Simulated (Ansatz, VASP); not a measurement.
W in VASP and in Ansatz

INCAR

```
PREC = Accurate ; ENCUT = 500
EDIFF = 1E-6 ; ISMEAR = 0
SIGMA = 0.15 ; LREAL = F
LASPH = T ; NELM = 120
ALGO = Normal ; ISIF = 2
LWAVE = F ; LCHARG = F
GGA = PE ; NBANDS = 13
GGA_COMPAT = F
```

Contents of KPOINTS:

```
regular mesh
0
Gamma
  20 20 20
```

File POSCAR:

```
W
1.0
   -1.5673506250      1.5973000000      1.5673506250
    1.6272493750     -1.5973000000      1.6272493750
    1.5673506250      1.5973000000     -1.5673506250
W
1
Direct
    0.0000000000      0.0000000000      0.0000000000
```

Input for Ansatz:

```yaml
crystal:
  lattice:
    - [-1.567350625, 1.5973, 1.567350625]
    - [1.627249375, -1.5973, 1.627249375]
    - [1.567350625, 1.5973, -1.567350625]
  atoms:
    - { symbol: W, position: [0.0, 0.0, 0.0] }
basis:
  ecutwfc: 420
kpoints:
  mp_grid: { grid: [20, 20, 20] }
hamiltonian:
  xc: pbe
scf:
  occupations: { method: gaussian, width: 0.15 }
output:
  forces: true
  stress: true
  eigenvalues: true
```

Change from the starting cell: strain +0.0375 x Voigt [0, 0, 0, 0, 1, 0], atoms carried along.

Alike in both runs: task single point; functional PBE; k mesh 20 × 20 × 20; occupations gaussian, width 0.15 eV; no spin polarisation.

```csv
,VASP,Ansatz
version,VASP 6.6.1,Ansatz 0.2.0
potentials or method,"VASP PAW PBE potentials, release 64 (W_sv), cutoff 500 eV","scalar-relativistic, plane waves, PAW"
valence electrons in the cell,14,14
```

|  | VASP | Ansatz | Ansatz less VASP |
| --- | --- | --- | --- |
| gap on the k mesh at the Fermi level (eV) | none | none | - |
| pressure (GPa) | -2.3 | -2.7 | -0.44 |
| traceless stress, the component that is largest in VASP (GPa) | -5.40 | -5.33 | +0.069 |

A gap of «none» marks a metal or a gap that the smearing closes.

Neither program's run includes spin-orbit coupling.
